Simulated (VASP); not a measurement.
# Cd (P6_3/mmc) in VASP: notebook, part 2 of 2

VASP 6.6.1. Earlier steps stand in the parts before.

### Step 4. Single point, PBE (22.23 Å³/atom)

This run uses another cell than the first one, of 22.23 Å³/atom.

INCAR reads:

```
ALGO = Normal
EDIFF = 1E-6
ENCUT = 500
GGA = PE
GGA_COMPAT = False
ISIF = 2
ISMEAR = -1
LASPH = True
LCHARG = False
LREAL = False
LWAVE = False
NBANDS = 19
NELM = 120
PREC = Accurate
SIGMA = 0.05
```

KPOINTS reads:

```
k-points
0
Gamma
  16 16 7
```

POSCAR reads:

```
Cd
1.0
    3.0083682136      0.0000000000      0.0000000000
   -1.5041841067      2.6053232968      0.0000000000
    0.0000000000      0.0000000000      5.6732739145
Cd
2
Direct
    0.3333333333      0.6666666667      0.2500000000
    0.6666666667      0.3333333333      0.7500000000
```

Potentials or basis: VASP PAW PBE potentials, release 64 (Cd).

Run with:

```bash
cat potpaw_PBE.64/Cd/POTCAR > POTCAR
mpirun -np 1 vasp_std > vasp.out
```

OUTCAR:

```text
EDIFF = 1E-6
   ENCUT = 500
   GGA = PE
   ISIF = 2
   ISMEAR = -1
   LASPH = True
   LREAL = False
   NELM = 120
   PREC = Accurate

 ion  position               nearest neighbor table
   1  0.333  0.667  0.250-   2 3.33   2 3.33   2 3.33   2 3.33   2 3.33   2 3.33
   2  0.667  0.333  0.750-   1 3.33   1 3.33   1 3.33   1 3.33   1 3.33   1 3.33

  LATTYP: Found a hexagonal cell.
 ALAT       =     3.0083682136
 C/A-ratio  =     1.8858309594

  Lattice vectors:

[... 714 lines left out ...]

 [... further k-points ...]

------------------------ aborting loop because EDIFF is reached ----------------------------------------

  FORCE on cell =-STRESS in cart. coord.  units (eV):
  Direction    XX          YY          ZZ          XY          YZ          ZX
  --------------------------------------------------------------------------------------
  -------------------------------------------------------------------------------------
  Total        0.4784924      0.4784924      0.2825367      0.0000000      0.0000000      0.0000000
  in kB       17.2408721     17.2408721     10.1802633      0.0000000      0.0000000      0.0000000
  external PRESSURE =      14.8873358 kB  Pullay stress =       0.0000000 kB

 VOLUME and BASIS-vectors are now :
 -----------------------------------------------------------------------------
  energy-cutoff  :      500.00
  volume of cell :       44.47
      direct lattice vectors                 reciprocal lattice vectors
     3.008368214  0.000000000  0.000000000     0.332406118  0.191914762  0.000000000
    -1.504184107  2.605323297  0.000000000     0.000000000  0.383829524  0.000000000
     0.000000000  0.000000000  5.673273915     0.000000000  0.000000000  0.176265066

 POSITION                                       TOTAL-FORCE (eV/Angst)
 -----------------------------------------------------------------------------------
     -0.00000      1.73688      1.41832        -0.000000      0.000000      0.000000
      1.50418      0.86844      4.25496         0.000000     -0.000000      0.000000
 -----------------------------------------------------------------------------------
    total drift:                               -0.000000      0.000000     -0.000000

  FREE ENERGIE OF THE ION-ELECTRON SYSTEM (eV)
  ---------------------------------------------------
  free  energy   TOTEN  =        -1.4904995225 eV

  energy  without entropy=       -1.4854496149  energy(sigma->0) =       -1.48797457
```

OSZICAR:

```text
N       E                     dE             d eps       ncg     rms          rms(c)
DAV:   1     0.172121748042E+03    0.17212E+03   -0.12890E+04  4560   0.123E+03
DAV:   2     0.242882795672E+01   -0.16969E+03   -0.16368E+03  4749   0.328E+02
DAV:   3    -0.157847787616E+01   -0.40073E+01   -0.39971E+01  5236   0.574E+01
DAV:   4    -0.158533310980E+01   -0.68552E-02   -0.68548E-02  5066   0.226E+00
DAV:   5    -0.158535479613E+01   -0.21686E-04   -0.21686E-04  4968   0.123E-01    0.418E+00
DAV:   6    -0.149363033068E+01    0.91724E-01   -0.23192E-01  4986   0.570E+00    0.338E+00
DAV:   7    -0.148990771775E+01    0.37226E-02   -0.25429E-02  5061   0.148E+00    0.164E+00
DAV:   8    -0.149041305027E+01   -0.50533E-03   -0.33608E-03  4889   0.699E-01    0.884E-02
DAV:   9    -0.149045848738E+01   -0.45437E-04   -0.22698E-05  5237   0.489E-02    0.356E-02
DAV:  10    -0.149049959676E+01   -0.41109E-04   -0.35450E-05  4901   0.569E-02    0.344E-03
DAV:  11    -0.149049952251E+01    0.74246E-07   -0.33147E-08  2976   0.170E-03
   1 F= -.14904995E+01 E0= -.14879746E+01  d E =-.504991E-02
```

stdout:

```text
POSCAR found type information on POSCAR Cd
 POSCAR found :  1 types and       2 ions
 scaLAPACK will be used
 LDA part: xc-table for (Slater+PW92), standard interpolation
 POSCAR, INCAR and KPOINTS ok, starting setup
 FFT: planning ... GRIDC
 FFT: planning ... GRID_SOFT
 FFT: planning ... GRID
 WAVECAR not read
 entering main loop
```

Run time: 97 s. Hardware: 1 thread of Intel Xeon 8259CL, shared host; peak memory 0.21 GiB.

Results:

```yaml
Free_energy: -1.4905 eV
Pressure: 1.5 GPa
Band_gap_on_the_k_mesh: zero (bands 12 and 13 overlap by 3.81 eV)
```

Stress tensor (GPa, compression positive):
```
1.72 0.00 0.00
0.00 1.72 0.00
0.00 0.00 1.02
```

Levels at points of the mesh, in eV from the Fermi level:
| k point | band 8 | band 9 | band 10 | band 11 | band 12 | band 13 | band 14 | band 15 | band 16 | band 17 |
| --- | --- | --- | --- | --- | --- | --- | --- | --- | --- | --- |
| (0.00, 0.00, 0.00) | -8.72 | -8.69 | -8.49 | -8.49 | -3.07 | -2.93 | 10.36 | 14.30 | 14.54 | 14.54 |
| (0.50, 0.00, 0.00) | -8.52 | -8.24 | -8.22 | -2.28 | -1.86 | 1.91 | 2.98 | 2.99 | 5.14 | 8.22 |

### Step 5. Single point, PBE (22.88 Å³/atom)

This run uses another cell than the first one, of 22.88 Å³/atom.

INCAR reads:

```
PREC = Accurate ; ENCUT = 500
EDIFF = 1E-6 ; ISMEAR = -1
SIGMA = 0.05 ; LREAL = False
LASPH = True ; NELM = 120
ALGO = Normal ; ISIF = 2
LWAVE = False ; LCHARG = True
GGA = PE ; LELF = True
LVHAR = True ; NBANDS = 19
GGA_COMPAT = False
```

KPOINTS reads:

```
regular mesh
0
Gamma
  16 16 7
```

POSCAR reads:

```
Cd
1.0
    3.0372966056      0.0000000000      0.0000000000
   -1.5186483028      2.6303760192      0.0000000000
    0.0000000000      0.0000000000      5.7278279719
Cd
2
Direct
    0.3333333333      0.6666666667      0.2500000000
    0.6666666667      0.3333333333      0.7500000000
```

Run with:

```bash
cat potpaw_PBE.64/Cd/POTCAR > POTCAR
mpirun -np 1 vasp_std > vasp.out
```

Run time: 98 s. Hardware: 1 thread of Intel Xeon 8259CL, shared host; peak memory 0.22 GiB.

Results (log left out):

```
Free energy            : -1.4967 eV
Pressure               : 0.1 GPa
Band gap on the k mesh : zero (bands 12 and 13 overlap by 3.67 eV)
```

Stress tensor (GPa, compression positive):
```
 0.16  0.00  0.00
 0.00  0.16  0.00
 0.00  0.00 -0.08
```

Levels at points of the mesh, in eV from the Fermi level:
```
           k point  band 8  band 9  band 10  band 11  band 12  band 13  band 14  band 15  band 16  band 17
(0.00, 0.00, 0.00)   -8.68   -8.49    -8.46    -8.46    -3.08    -2.80    10.20    14.19    14.23    14.23
(0.50, 0.00, 0.00)   -8.49   -8.22    -8.20    -2.20    -1.85     1.86     2.85     2.97     5.08     8.10
```

### Step 6. Overview

| cell | gap on the mesh (eV) | pressure (GPa) |
| --- | --- | --- |
| a = 2.919, b = 2.919, c = 5.504 Å, angles 90.0, 90.0, 120.0°, 2 atoms | none | 7.9 |
| a = 2.949, b = 2.949, c = 5.561 Å, angles 90.0, 90.0, 120.0°, 2 atoms | none | 5.3 |
| a = 3.008, b = 3.008, c = 5.673 Å, angles 90.0, 90.0, 120.0°, 2 atoms | none | 1.5 |
| a = 3.037, b = 3.037, c = 5.728 Å, angles 90.0, 90.0, 120.0°, 2 atoms | none | 0.1 |

Alike in all rows: task single point; level PBE; potentials or basis VASP PAW PBE potentials, release 64 (Cd); no spin polarisation; k mesh 16 × 16 × 7; cutoff (eV) 500; smearing fermi-dirac 0.05 eV.

Caveats: the cell stands under pressure (at least some runs).

Absolute energies hang on the potentials; compare differences alone.
